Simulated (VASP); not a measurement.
# TaBi2O5 (I4mm) in VASP: notebook, part 2 of 2

VASP 6.6.1.

### Step 3. Relaxation of cell and atoms, PBE

This run uses another cell than the first one, of 14.82 Å³/atom.

INCAR

```
  PREC = Accurate
  ENCUT = 600
  EDIFF = 1E-6
  ISMEAR = 0
  SIGMA = 0.15
  LREAL = False
  LASPH = True
  NELM = 80
  ALGO = Normal
  ISIF = 3
  LWAVE = False
  LCHARG = False
  GGA = PE
  IBRION = 2
  NSW = 36
  EDIFFG = -0.08
```

KPOINTS

```
regular mesh
0
Gamma
  4 4 4
```

POSCAR

```
TaBi2O5
1.0
   -1.9250000000      1.9250000000      8.0000000000
    1.9250000000     -1.9250000000      8.0000000000
    1.9250000000      1.9250000000     -8.0000000000
Ta Bi O
1 2 5
Direct
    0.0150000000      0.0150000000      0.0000000000
    0.3300000000      0.3300000000      0.0000000000
    0.6700000000      0.6700000000      0.0000000000
    0.1300000000      0.1300000000      0.0000000000
    0.0000000000      0.5000000000      0.5000000000
    0.5000000000      0.0000000000      0.5000000000
    0.2500000000      0.7500000000      0.5000000000
    0.7500000000      0.2500000000      0.5000000000
```

Potentials or basis: VASP PAW PBE potentials, release 64 (Ta_pv, Bi_d, O).

The run is started by

```bash
> cat potpaw_PBE.64/Ta_pv/POTCAR potpaw_PBE.64/Bi_d/POTCAR potpaw_PBE.64/O/POTCAR > POTCAR
> mpirun -np 1 vasp_std > vasp.out
```

OUTCAR:

```text
PREC = Accurate
   ENCUT = 600
   EDIFF = 1E-6
   ISMEAR = 0
   LREAL = False
   LASPH = True
   NELM = 80
   ISIF = 3
   GGA = PE
   IBRION = 2
   NSW = 36
   EDIFFG = -0.08

 ion  position               nearest neighbor table
   1  0.015  0.015  0.000-   4 1.84   5 1.94   6 1.94   5 1.94   6 1.94   3 3.68   3 3.68   3 3.68
                             3 3.68
   2  0.330  0.330  0.000-   7 2.31   8 2.31   7 2.31   8 2.31   3 3.74   3 3.74   3 3.74   3 3.74

   3  0.670  0.670  0.000-   7 2.31   8 2.31   7 2.31   8 2.31   4 2.80   4 2.80   4 2.80   4 2.80
                             1 3.68   1 3.68   1 3.68   1 3.68   2 3.74   2 3.74   2 3.74   2 3.74
   4  0.130  0.130  0.000-   1 1.84   3 2.80   3 2.80   3 2.80   3 2.80
   5  0.000  0.500  0.500-   1 1.94   1 1.94
   6  0.500  0.000  0.500-   1 1.94   1 1.94
   7  0.250  0.750  0.500-   2 2.31   3 2.31   2 2.31   3 2.31
   8  0.750  0.250  0.500-   2 2.31   3 2.31   2 2.31   3 2.31

  LATTYP: Found a body centered tetragonal cell.
 ALAT       =     3.8500000000
 C/A-ratio  =     4.1558441558

  Lattice vectors:

 A1 = (  -1.9250000000,   1.9250000000,   8.0000000000)
 A2 = (   1.9250000000,  -1.9250000000,   8.0000000000)
 A3 = (   1.9250000000,   1.9250000000,  -8.0000000000)
[... 178 lines left out ...]

------------------------ aborting loop because EDIFF is reached ----------------------------------------

  FORCE on cell =-STRESS in cart. coord.  units (eV):
  Direction    XX          YY          ZZ          XY          YZ          ZX
  --------------------------------------------------------------------------------------
  -------------------------------------------------------------------------------------
  Total        5.8256827      5.8256827      5.2644231      0.0000000     -0.0000000      0.0000000
  in kB       78.7129085     78.7129085     71.1295266      0.0000000     -0.0000000      0.0000000
  external PRESSURE =      76.1851146 kB  Pullay stress =       0.0000000 kB
[... 107 lines left out ...]
  FREE ENERGIE OF THE ION-ELECTRON SYSTEM (eV)
  ---------------------------------------------------
  free  energy   TOTEN  =       -57.9008198346 eV

  energy  without entropy=      -57.8528620228  energy(sigma->0) =      -57.87684093

[... ionic steps 4 to 28 ...]

--------------------------------------- Ionic step       29  -------------------------------------------

 number of electron      70.9999993 magnetization

------------------------ aborting loop because EDIFF is reached ----------------------------------------
[... 79 lines left out ...]
--------------------------------------- Ionic step       31  -------------------------------------------

 number of electron      70.9999993 magnetization

 Free energy of the ion-electron system (eV)
  ---------------------------------------------------
  ext. energy  EPLUGINS =         0.00000000
  ---------------------------------------------------
  free energy    TOTEN  =       -58.28306058 eV

  energy without entropy =      -58.23135863  energy(sigma->0) =      -58.25720960

 E-fermi :   6.4893     XC(G=0): -10.3606

 val. band max:        6.4803139499   @ k =   0.5000   0.5000   0.0000
 cond. band min:       6.5540861737   @ k =   0.5000   0.5000   0.2500
 fundamental gap:      0.0737722239
 Fermi energy:         6.4892933238

 k-point     1 :       0.0000    0.0000    0.0000
  band No.  band energies     occupation
      1     -30.2584      2.00000
      2     -30.0246      2.00000
      3     -30.0246      2.00000
      4     -18.0387      2.00000
      5     -17.8611      2.00000
      6     -17.8532      2.00000
[... 609 lines left out ...]
  FREE ENERGIE OF THE ION-ELECTRON SYSTEM (eV)
  ---------------------------------------------------
  free  energy   TOTEN  =       -58.2830605814 eV

  energy  without entropy=      -58.2313586281  energy(sigma->0) =      -58.25720960

 reached required accuracy - stopping structural energy minimisation
```

OSZICAR:

```text
N       E                     dE             d eps       ncg     rms          rms(c)
DAV:   1     0.978033735093E+03    0.97803E+03   -0.39531E+04  1092   0.217E+03
DAV:   2     0.934013881376E+02   -0.88463E+03   -0.86258E+03  1156   0.598E+02
DAV:   3    -0.600123690058E+02   -0.15341E+03   -0.14984E+03  1270   0.232E+02
[... 318 lines left out ...]
DAV:   3    -0.582830661427E+02    0.24515E-03   -0.10293E-03  1484   0.319E-01    0.387E-02
DAV:   4    -0.582830552207E+02    0.10922E-04   -0.14191E-04  1572   0.943E-02    0.184E-02
DAV:   5    -0.582830585641E+02   -0.33435E-05   -0.21689E-05  1714   0.310E-02    0.106E-02
DAV:   6    -0.582830599327E+02   -0.13686E-05   -0.67590E-06  1164   0.156E-02    0.474E-03
DAV:   7    -0.582830605814E+02   -0.64871E-06   -0.12571E-06   700   0.907E-03
  31 F= -.58283061E+02 E0= -.58257210E+02  d E =-.490159E-03
```

CONTCAR:

```text
TaBi2O5
   1.00000000000000
    -1.9316388022131896    1.9316388022131896    8.5552524796767386
     1.9316388022131896   -1.9316388022131896    8.5552524796767386
     1.9316388022131896    1.9316388022131896   -8.5552524796767386
  Ta              Bi              O
     1     2     5
Direct
     0.0091075018662608    0.0091075018662608    0.0000000000000000
     0.3425000127542786    0.3425000127542786    0.0000000000000000
     0.6897012124774835    0.6897012124774835    0.0000000000000000
     0.1159528107217229    0.1159528107217229    0.0000000000000000
     0.9826141700051640    0.4826141700051638    0.5000000000000000
     0.4826141700051638    0.9826141700051640    0.5000000000000000
     0.2612550610849649    0.7612550610849654    0.5000000000000000
     0.7612550610849654    0.2612550610849649    0.5000000000000000

  0.00000000E+00  0.00000000E+00  0.00000000E+00
  0.00000000E+00  0.00000000E+00  0.00000000E+00
  0.00000000E+00  0.00000000E+00  0.00000000E+00
  0.00000000E+00  0.00000000E+00  0.00000000E+00
  0.00000000E+00  0.00000000E+00  0.00000000E+00
  0.00000000E+00  0.00000000E+00  0.00000000E+00
  0.00000000E+00  0.00000000E+00  0.00000000E+00
  0.00000000E+00  0.00000000E+00  0.00000000E+00
```

Run time: 56 min. Hardware: 1 thread of Intel Xeon 6975P-C (Granite Rapids), shared host; peak memory 0.85 GiB.

What came out:

| Item | Value |
| --- | --- |
| Free energy | -58.2831 eV |
| Relaxed volume | 15.96 Å³/atom |
| Relaxed cell | a = 8.981 Å, b = 8.981 Å, c = 8.981 Å, α = 155.16°, β = 155.16°, γ = 35.42° |
| Space group after relaxing (to 0.1 Å) | I4mm (No. 107) |
| Energy gained by relaxing | 69.1 meV/atom |
| Ionic steps | 31 |
| Pressure after relaxing | 0.0 GPa |
| Largest force after relaxing | 0.030 eV/Å |
| Band gap on the k mesh | zero (an odd number of electrons rules out a gap without spin polarisation) |

Forces in eV/Å, atoms in the order of the input:
```
Ta   0.000  0.000 -0.020
Bi   0.000  0.000  0.020
Bi   0.000  0.000  0.030
O    0.000  0.000 -0.024
O    0.000  0.000 -0.001
O    0.000  0.000 -0.001
O    0.000  0.000 -0.002
O    0.000  0.000 -0.002
```

Step by step:
| step | energy change (eV) | largest force (eV/Å) | pressure (GPa) | volume (Å³) |
| --- | --- | --- | --- | --- |
| 1 | 0.0000 | 0.7259 | 7.62 | 118.58 |
| 2 | -0.0494 | 1.6724 | -6.97 | 131.09 |
| 3 | -0.1705 | 1.0669 | -1.01 | 125.14 |
| 4 | -0.2421 | 1.5203 | 0.13 | 126.57 |
| 5 | -0.2427 | 1.3409 | 0.02 | 126.47 |
| 6 | -0.3027 | 0.9887 | -0.02 | 127.12 |
| 7 | -0.3934 | 0.8315 | 0.19 | 129.01 |
| 8 | -0.3946 | 0.8993 | 0.27 | 129.28 |
| 9 | -0.4357 | 0.6960 | -0.18 | 129.99 |
| 10 | -0.4866 | 0.4867 | -1.17 | 131.64 |
| 11 | -0.4891 | 0.4918 | -1.40 | 132.01 |
| 12 | -0.4894 | 0.8882 | 1.12 | 130.34 |
| 13 | -0.4972 | 0.3167 | -0.15 | 131.15 |
| 14 | -0.5015 | 0.2076 | 0.22 | 130.59 |
| 15 | -0.5025 | 0.1867 | 0.55 | 130.10 |
| 16 | -0.5054 | 0.1475 | 0.44 | 130.06 |
| 17 | -0.5119 | 0.1428 | 0.11 | 129.91 |
| 18 | -0.5145 | 0.3490 | -0.48 | 129.62 |
| 19 | -0.5152 | 0.2454 | -0.28 | 129.71 |
| 20 | -0.5204 | 0.2289 | 0.10 | 129.33 |
| 21 | -0.5213 | 0.4773 | 0.37 | 129.07 |
| 22 | -0.5246 | 0.4463 | 0.36 | 128.98 |
| 23 | -0.5330 | 0.3520 | 0.36 | 128.69 |
| 24 | -0.5435 | 0.1997 | 0.37 | 128.11 |
| 25 | -0.5365 | 0.6035 | 0.56 | 126.92 |
| 26 | -0.5453 | 0.2978 | 0.41 | 127.72 |
| 27 | -0.5490 | 0.1644 | -0.10 | 127.96 |
| 28 | -0.5499 | 0.2673 | -0.52 | 128.17 |
| 29 | -0.5522 | 0.1345 | -0.17 | 127.90 |
| 30 | -0.5522 | 0.1352 | -0.17 | 127.90 |
| 31 | -0.5527 | 0.0304 | 0.05 | 127.69 |

Final structure:
```
Ta Bi O
1.0
    -1.93164    1.93164    8.55525
     1.93164   -1.93164    8.55525
     1.93164    1.93164   -8.55525
Ta Bi O
1 2 5
Direct
  0.00911 0.00911 0.00000
  0.34250 0.34250 0.00000
  0.68970 0.68970 0.00000
  0.11595 0.11595 0.00000
  0.98261 0.48261 0.50000
  0.48261 0.98261 0.50000
  0.26126 0.76126 0.50000
  0.76126 0.26126 0.50000
```

Caveat: the k points lie up to 0.42 Å⁻¹ apart in the final cell, too coarse for converged energies and pressures of a metal; spin-orbit coupling is left out, which moves the levels of the heavy elements; an odd number of electrons without spin polarisation forces a metal; a magnetic or distorted state may lie lower.
